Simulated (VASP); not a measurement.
Here is a VASP 6.6.1 calculation.

File INCAR:

```
ALGO = Normal
EDIFF = 1E-6
ENCUT = 520
GGA = PS
ISIF = 2
ISMEAR = 0
LASPH = True
LCHARG = False
LREAL = False
LWAVE = False
NBANDS = 15
NELM = 80
PREC = Accurate
SIGMA = 0.01
```

Contents of KPOINTS:

```
k-points
0
Gamma
  8 8 8
```

The input POSCAR:

```
BaS
1.0
    0.0000000000      3.0900625730      3.0900625730
    3.0900625730      0.0000000000      3.0900625730
    3.0900625730      3.0900625730      0.0000000000
Ba S
1 1
Direct
    0.0000000000      0.0000000000      0.0000000000
    0.5000000000      0.5000000000      0.5000000000
```

Potentials or basis: VASP PAW PBE potentials, release 64 (Ba_sv, S).

Command:

```bash
$ cat potpaw_PBE.64/Ba_sv/POTCAR potpaw_PBE.64/S/POTCAR > POTCAR
$ mpirun -np 1 vasp_std > vasp.out
```

(1) Estimate the band gap on the k mesh.

(2) What does it give for the pressure?

## Answers

(1) 1.77 eV, indirect (least direct gap 1.84 eV).

(2) 4.9 GPa.

Caveat: the PAW data sets were made with another functional, which shifts forces and pressure a little; spin-orbit coupling is left out, which moves the levels of the heavy elements.
